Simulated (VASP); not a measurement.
Input of a VASP 6.6.1 run:

Contents of INCAR:

```
PREC = Accurate
ENCUT = 520
EDIFF = 1E-6
ISMEAR = 0
SIGMA = 0.1
LREAL = False
LASPH = True
NELM = 60
ALGO = Normal
ISIF = 2
LWAVE = False
LCHARG = False
GGA = PE
NBANDS = 16
```

File KPOINTS:

```
regular mesh
0
Gamma
  6 6 6
```

Contents of POSCAR:

```
ZnS
1.0
    0.0000000000      2.9635690125      2.9635690125
    2.9635690125      0.0000000000      2.9635690125
    2.9635690125      2.9635690125      0.0000000000
Zn S
1 1
Direct
    0.0000000000      0.0000000000      0.0000000000
    0.2500000000      0.2500000000      0.2500000000
```

Potentials or basis: VASP PAW PBE potentials, release 64 (Zn, S).

Command:

```sh
$ cat potpaw_PBE.64/Zn/POTCAR potpaw_PBE.64/S/POTCAR > POTCAR
$ mpirun -np 1 vasp_std > vasp.out
```

Question: Predict the band gap on the k mesh.

Answer: 1.00 eV, direct.

Question: Estimate the pressure.

Answer: -10.0 GPa.

Expect the measured gap to be larger: semilocal functionals such as PBE lack the derivative discontinuity.
